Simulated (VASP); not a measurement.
# AlN in VASP: notebook

The runs below take AlN through single point, with PBEsol.

Everything below comes from runs of VASP 6.6.1. Logs are shortened: lines on timing, memory, paths and dates and some standing lists are left out, and cuts for length are marked.

### 1 The cell of the first run

The structure is tetragonal, space group I-4m2 (No. 119). Conventional cell: a = 3.023 Å, b = 3.023 Å, c = 4.582 Å, α = 90.00°, β = 90.00°, γ = 90.00°. Within 2.5 Å of Al (site symmetry -4m2) lie 4 N at 1.90 Å. Within 2.5 Å of N (site symmetry -4m2) lie 4 Al at 1.90 Å.

### 2 Single point, PBEsol (mode 4 frozen in at +0.000 Å, strain +e along z and -e/2 along x and y +0.0467)

File INCAR:

```
SYSTEM = AlN
  PREC = Accurate
  ENCUT = 520
  EDIFF = 1E-6
  ISMEAR = 0
  SIGMA = 0.05
  LREAL = .FALSE.
  LASPH = .TRUE.
  NELM = 80
  ALGO = Normal
  ISIF = 2
  LWAVE = .FALSE.
  LCHARG = .TRUE.
  GGA = PS
  LELF = .TRUE.
  LVHAR = .TRUE.
  NBANDS = 11
```

File KPOINTS:

```
regular mesh
0
G
  10 10 10
  0 0 0
```

File POSCAR:

```
AlN
1.0
    0.0000000000      2.2908669450      2.1375515447
    2.1375515447      0.0000000000      2.1375515447
    2.1375515447      2.2908669450      0.0000000000
Al N
1 1
Direct
    0.0000000000      0.0000000000      0.0000000000
    0.7500000000      0.7500000000      0.7500000000
```

Potentials or basis: VASP PAW PBE potentials, release 64 (Al, N).

Command:

```sh
> cat potpaw_PBE.64/Al/POTCAR potpaw_PBE.64/N/POTCAR > POTCAR
> mpirun -np 1 vasp_std > vasp.out
```

OUTCAR:

```text
SYSTEM = AlN
   PREC = Accurate
   ENCUT = 520
   EDIFF = 1E-6
   ISMEAR = 0
   LREAL = .FALSE.
   LASPH = .TRUE.
   NELM = 80
   ISIF = 2
   GGA = PS

 ion  position               nearest neighbor table
   1  0.000  0.000  0.000-   2 1.90   2 1.90   2 1.90   2 1.90
   2  0.750  0.750  0.750-   1 1.90   1 1.90   1 1.90   1 1.90

  LATTYP: Found a body centered tetragonal cell.
 ALAT       =     3.0229543848
 C/A-ratio  =     1.5156477098

  Lattice vectors:

 A1 = (   0.0000000000,  -2.2908669450,   2.1375515447)
 A2 = (   0.0000000000,  -2.2908669450,  -2.1375515447)
 A3 = (   2.1375515447,   2.2908669450,   0.0000000000)

Analysis of symmetry for initial positions (statically):
=====================================================================
 Subroutine PRICEL returns:
 Original cell was already a primitive cell.

 Routine SETGRP: Setting up the symmetry group for a
 body centered tetragonal supercell.

 Subroutine GETGRP returns: Found  8 space group operations
 (whereof  8 operations were pure point group operations)
 out of a pool of 16 trial point group operations.

The static configuration has the point symmetry D_2d.

Analysis of symmetry for dynamics (positions and initial velocities):
=====================================================================
 Subroutine PRICEL returns:
 Original cell was already a primitive cell.

 Routine SETGRP: Setting up the symmetry group for a
 body centered tetragonal supercell.

 Subroutine GETGRP returns: Found  8 space group operations
 (whereof  8 operations were pure point group operations)
 out of a pool of 16 trial point group operations.

The dynamic configuration has the point symmetry D_2d.

 Subroutine INISYM returns: Found  8 space group operations
 (whereof  8 operations are pure point group operations),
 and found     1 'primitive' translations

----------------------------------------------------------------------------------------

                                     Primitive cell

  volume of cell :      20.9345

  direct lattice vectors                    reciprocal lattice vectors
     0.000000000  2.290866945  2.137551545    -0.233912488  0.218257984  0.233912488
     2.137551545  0.000000000  2.137551545     0.233912488 -0.218257984  0.233912488
     2.137551545  2.290866945  0.000000000     0.233912488  0.218257984 -0.233912488

  length of vectors
     3.133240809  3.022954385  3.133240809     0.396316353  0.396316353  0.396316353

  position of ions in fractional coordinates (direct lattice)
     0.000000000  0.000000000  0.000000000
     0.750000000  0.750000000  0.750000000

  ion indices of the primitive-cell ions
   primitive index   ion index
                 1           1
                 2           2

----------------------------------------------------------------------------------------

 KPOINTS: regular mesh

Automatic generation of k-mesh.
 Grid dimensions read from file:
 generate k-points for:   10   10   10

 Generating k-lattice:

  Cartesian coordinates                     Fractional coordinates (reciprocal lattice)
    -0.023391249  0.021825798  0.023391249     0.100000000  0.000000000  0.000000000
     0.023391249 -0.021825798  0.023391249    -0.000000000  0.100000000 -0.000000000
     0.023391249  0.021825798 -0.023391249     0.000000000  0.000000000  0.100000000

  Length of vectors
     0.039631635  0.039631635  0.039631635

  Shift w.r.t. Gamma in fractional coordinates (k-lattice)
     0.000000000  0.000000000  0.000000000

 Subroutine IBZKPT returns following result:
 ===========================================

 Found    102 irreducible k-points:

 Following reciprocal coordinates:
            Coordinates               Weight
  0.000000  0.000000  0.000000      1.000000
  0.100000  0.000000 -0.000000      8.000000
  0.200000  0.000000 -0.000000      8.000000
  0.300000  0.000000  0.000000      8.000000
  0.400000  0.000000 -0.000000      8.000000
  0.500000  0.000000  0.000000      4.000000
[... 16 lines left out ...]
  0.300000  0.300000  0.000000      4.000000
  0.400000  0.300000  0.000000     16.000000
 [... further k-points ...]
   k-points           NKPTS =    102   k-points in BZ     NKDIM =    102   number of bands    NBANDS=     11
   number of dos      NEDOS =    301   number of ions     NIONS =      2
   total plane-waves  NPLWV =  13824
   dimension x,y,z NGX =    24 NGY =   24 NGZ =   24
   dimension x,y,z NGXF=    48 NGYF=   48 NGZF=   48
   ions per type =               1   1
   NGX,Y,Z   is equivalent  to a cutoff of  12.73, 13.20, 12.73 a.u.
   NGXF,Y,Z  is equivalent  to a cutoff of  25.47, 26.40, 25.47 a.u.
 SYSTEM =  AlN
   PREC   = accura    normal or accurate (medium, high low for compatibility)
   ISTART =      0    job   : 0-new  1-cont  2-samecut
   ICHARG =      2    charge: 1-file 2-atom 10-const
   ISPIN  =      1    spin polarized calculation?
   LNONCOLLINEAR =      F non collinear calculations
   LSORBIT =      F    spin-orbit coupling
   LASPH  =      T    aspherical Exc in radial PAW
   ENCUT  =  520.0 eV  38.22 Ry    6.18 a.u.   5.83  5.62  5.83*2*pi/ulx,y,z
   NELM   =     80;   NELMIN=  2; NELMDL= -5     # of ELM steps
   EDIFF  = 0.1E-05   stopping-criterion for ELM
   LREAL  =      F    real-space projection
   EDIFFG = 0.1E-04   stopping-criterion for IOM
   NSW    =      0    number of steps for IOM
   IBRION =     -1    ionic relax: 0-MD 1-quasi-New 2-CG
   NFREE  =      0    steps in history (QN), initial steepest desc. (CG)
   ISIF   =      2    stress and relaxation
   ISYM   =      2    0-nonsym 1-usesym 2-fastsym
   POTIM  = 0.5000    time-step for ionic-motion
   TEBEG  =    0.0;   TEEND  =   0.0 temperature during run
   PSTRESS=    0.0 pullay stress
   NELECT =       8.0000    total number of electrons
   NUPDOWN=      -1.0000    fix difference up-down
   EMIN   =  10.00;   EMAX   =-10.00  energy-range for DOS
   EFERMI =   0.00;   METHOD = LEGACY
   ISMEAR =     0;   SIGMA  =   0.05  broadening in eV -4-tet -1-fermi 0-gaus
   EFERMI_NEDOS =   21; number of points for ismear=-14 and -15
   IALGO  =     38    algorithm
   IMIX   =      4    mixing-type and parameters
     AMIX     =   0.40;   BMIX     =  1.00
     AMIX_MAG =   1.60;   BMIX_MAG =  1.00
  volume/ion in A,a.u.               =      10.47        70.64
  Fermi-wavevector in a.u.,A,eV,Ry     =   1.188002  2.244998 19.202563  1.411349
  Thomas-Fermi vector in A             =   2.324141
   LORBIT       =      0    0 simple, 1 ext, 2 COOP (PROOUT), +10 PAW based schemes
   GGA     = PS    functional components
   LHFCALC =     F    Hartree Fock is set to
   AEXX    =    0.0000 exact exchange contribution
   IVDW    =     0    specifies the selected vdW correction
   LEPSILON=     F    determine dielectric tensor
   LRPA    =     F    only Hartree local field effects (RPA)
 non-spin polarized calculation
 Gauss-broadening in eV      SIGMA  =   0.05
  energy-cutoff  :      520.00
  volume of cell :       20.93
 maximum number of plane-waves:       576
   NGX = 11   NGY = 11   NGZ = 11

 number of electron       8.0000000 magnetization

 Free energy of the ion-electron system (eV)
  ---------------------------------------------------
  ext. energy  EPLUGINS =         0.00000000
  ---------------------------------------------------
  free energy    TOTEN  =       -15.57997571 eV

  energy without entropy =      -15.57997571  energy(sigma->0) =      -15.57997571

 E-fermi :   6.2366     XC(G=0): -11.1121

 val. band max:        5.9923237152   @ k =  -0.1000   0.0000   0.1000
 cond. band min:       8.9481572519   @ k =   0.5000   0.5000   0.0000
 fundamental gap:      2.9558335367
 Fermi energy:         6.2365693170

 k-point     1 :       0.0000    0.0000    0.0000
  band No.  band energies     occupation
      1      -9.0869      2.00000
      2       5.6334      2.00000
      3       5.9652      2.00000
      4       5.9652      2.00000
      5       9.9120      0.00000
      6      18.2608      0.00000
      7      18.2608      0.00000
      8      18.3077      0.00000
      9      22.0332      0.00000
     10      23.1545      0.00000
     11      24.5363      0.00000

 k-point     2 :       0.1000    0.0000   -0.0000
  band No.  band energies     occupation
      1      -8.9392      2.00000
      2       5.0090      2.00000
      3       5.6910      2.00000
      4       5.9329      2.00000
      5      10.5815      0.00000
      6      17.7425      0.00000
      7      18.4407      0.00000
      8      18.4440      0.00000
      9      21.0481      0.00000
     10      23.0056      0.00000
     11      24.1312      0.00000

 k-point     3 :       0.2000    0.0000   -0.0000
  band No.  band energies     occupation
      1      -8.5181      2.00000
      2       3.4150      2.00000
      3       5.4850      2.00000
      4       5.8530      2.00000
      5      11.6991      0.00000
      6      16.7739      0.00000
      7      18.1772      0.00000
      8      18.6512      0.00000
      9      21.1200      0.00000
     10      22.0142      0.00000
     11      23.4137      0.00000

 k-point     4 :       0.3000    0.0000    0.0000
  band No.  band energies     occupation
      1      -7.9050      2.00000
      2       1.7635      2.00000
      3       5.2713      2.00000
      4       5.7626      2.00000
      5      12.4917      0.00000
      6      15.9727      0.00000
      7      17.4826      0.00000
      8      18.2609      0.00000
      9      22.2190      0.00000
     10      22.6251      0.00000
     11      23.4738      0.00000

 k-point     5 :       0.4000    0.0000   -0.0000
  band No.  band energies     occupation
      1      -7.2891      2.00000
      2       0.4693      2.00000
      3       5.1118      2.00000
      4       5.6955      2.00000
      5      12.8109      0.00000
      6      15.6203      0.00000
      7      16.8187      0.00000
      8      17.7195      0.00000
      9      23.0491      0.00000
     10      24.2564      0.00000
     11      24.9658      0.00000
[... 211 lines left out ...]
 k-point    21 :      -0.3000    0.2000    0.0000
  band No.  band energies     occupation
      1      -7.1518      2.00000
      2       1.2769      2.00000
      3       3.7808      2.00000
      4       5.1574      2.00000
      5      13.5552      0.00000
      6      14.3517      0.00000
      7      17.7383      0.00000
      8      18.0817      0.00000
      9      22.0851      0.00000
     10      24.1118      0.00000
     11      27.4232      0.00000

 k-point    22 :      -0.2000    0.2000    0.0000
  band No.  band energies     occupation
      1      -7.7265      2.00000
      2       2.1302      2.00000
      3       4.2733      2.00000
      4       5.4439      2.00000
      5      13.2702      0.00000
      6      15.1378      0.00000
      7      17.3469      0.00000
      8      18.3021      0.00000
      9      20.7103      0.00000
     10      23.8747      0.00000
     11      27.7872      0.00000

 k-point    23 :       0.3000    0.3000    0.0000
  band No.  band energies     occupation
      1      -7.4602      2.00000
      2       2.4251      2.00000
      3       4.4081      2.00000
      4       4.5114      2.00000
      5      11.1340      0.00000
      6      15.1013      0.00000
      7      18.0074      0.00000
      8      19.1024      0.00000
      9      20.9086      0.00000
     10      25.2505      0.00000
     11      29.5821      0.00000

 k-point    24 :       0.4000    0.3000    0.0000
  band No.  band energies     occupation
      1      -6.9804      2.00000
      2       1.7814      2.00000
      3       4.0369      2.00000
      4       4.2898      2.00000
      5      10.6458      0.00000
      6      14.8865      0.00000
      7      18.1782      0.00000
      8      19.5505      0.00000
      9      21.2821      0.00000
     10      26.3518      0.00000
     11      29.3323      0.00000

 [... further k-points ...]
[... 5 lines left out ...]
  --------------------------------------------------------------------------------------
  -------------------------------------------------------------------------------------
  Total        0.4839023     -0.9733315      0.4839023      0.0000000     -0.0000000      0.0000000
  in kB       37.0343939    -74.4917740     37.0343939      0.0000000     -0.0000000      0.0000000
  external PRESSURE =      -0.1409954 kB  Pullay stress =       0.0000000 kB

 VOLUME and BASIS-vectors are now :
 -----------------------------------------------------------------------------
  energy-cutoff  :      520.00
  volume of cell :       20.93
      direct lattice vectors                 reciprocal lattice vectors
     0.000000000  2.290866945  2.137551545    -0.233912488  0.218257984  0.233912488
     2.137551545  0.000000000  2.137551545     0.233912488 -0.218257984  0.233912488
     2.137551545  2.290866945  0.000000000     0.233912488  0.218257984 -0.233912488

 POSITION                                       TOTAL-FORCE (eV/Angst)
 -----------------------------------------------------------------------------------
      0.00000      0.00000      0.00000        -0.000000     -0.000000     -0.000000
      3.20633      3.43630      3.20633         0.000000      0.000000      0.000000
 -----------------------------------------------------------------------------------
    total drift:                               -0.000000     -0.000000     -0.000000

  FREE ENERGIE OF THE ION-ELECTRON SYSTEM (eV)
  ---------------------------------------------------
  free  energy   TOTEN  =       -15.5799757137 eV

  energy  without entropy=      -15.5799757137  energy(sigma->0) =      -15.57997571
```

Run time: 7 s. Hardware: 1 thread of Intel Xeon 6975P-C (Granite Rapids), shared host; peak memory 0.14 GiB.

Results:

| Property | Result |
| --- | --- |
| Free energy | -15.5800 eV |
| Pressure | 0.0 GPa |
| Band gap on the k mesh | 2.96 eV, indirect (least direct gap 3.95 eV) |

Caveat: the cell differs from its parent crystal (mode 4 frozen in at +0.000 Å, strain +e along z and -e/2 along x and y +0.0467); the PAW data sets were made with another functional, which shifts forces and pressure a little.

### 3 Single point, PBEsol (mode 4 frozen in at -0.019 Å, strain +e along z and -e/2 along x and y +0.0000)

File INCAR:

```
PREC     = Accurate       # precision mode
ENCUT    = 520            # plane-wave cutoff, eV
EDIFF    = 1E-6           # SCF threshold, eV
ISMEAR   = 0              # smearing method
SIGMA    = 0.05           # smearing width, eV
LREAL    = False          # projectors in reciprocal space
LASPH    = True           # aspherical terms in the spheres
NELM     = 60             # most SCF steps
ALGO     = Normal         # electronic algorithm
ISIF     = 2              # what is computed and relaxed
LWAVE    = False          # write WAVECAR
LCHARG   = False          # write CHGCAR
GGA      = PS             # functional
NBANDS   = 11             # bands
```

File KPOINTS:

```
Automatic mesh
0
Gamma
  10 10 10
```

File POSCAR:

```
AlN
1.0
    0.0000000000      2.1886566781      2.1886566781
    2.1886566781      0.0000000000      2.1886566781
    2.1886566781      2.1886566781      0.0000000000
Al N
1 1
Direct
   -0.0022533278      0.0022533278      0.0022533278
    0.7543405620      0.7456594380      0.7456594380
```

Potentials or basis: VASP PAW PBE potentials, release 64 (Al, N).

Command:

```sh
> cat potpaw_PBE.64/Al/POTCAR potpaw_PBE.64/N/POTCAR > POTCAR
> mpirun -np 1 vasp_std > vasp.out
```

Wall time 10 s (1 thread of Intel Xeon 6975P-C (Granite Rapids), shared host); peak memory 0.15 GiB.

The run converged. Its results:

```yaml
Free_energy: -15.6054 eV
Pressure: 0.1 GPa
Largest_force: 0.415 eV/Å
Band_gap_on_the_k_mesh: 3.11 eV, indirect (least direct gap 4.00 eV)
```

Forces in eV/Å, atoms in the order of the input:
```
Al  -0.415  0.000  0.000
N    0.415  0.000  0.000
```

Stress tensor (GPa, compression positive):
```
 0.01  0.00  0.00
 0.00  0.17 -2.00
 0.00 -2.00  0.17
```

Levels at points of the mesh, in eV from the valence-band top:
```tsv
k point	band 1	band 2	band 3	band 4	band 5	band 6	band 7	band 8
(0.00, 0.00, 0.00)	-15.00	-0.15	-0.07	0.00	4.00	12.32	12.33	12.34
(0.50, 0.00, 0.00)	-12.94	-5.94	-0.63	-0.53	7.17	9.66	10.88	10.94
(0.00, 0.50, 0.00)	-12.93	-5.98	-0.58	-0.49	7.13	9.63	10.90	10.97
(0.50, 0.50, 0.00)	-12.29	-5.00	-1.86	-1.86	3.11	8.36	13.71	15.47
(0.00, 0.50, 0.50)	-12.29	-5.00	-1.91	-1.80	3.11	8.37	13.71	15.46
```

Caveat: the cell differs from its parent crystal (mode 4 frozen in at -0.019 Å, strain +e along z and -e/2 along x and y +0.0000); the PAW data sets were made with another functional, which shifts forces and pressure a little.

(Continued in part 2 of 2.)
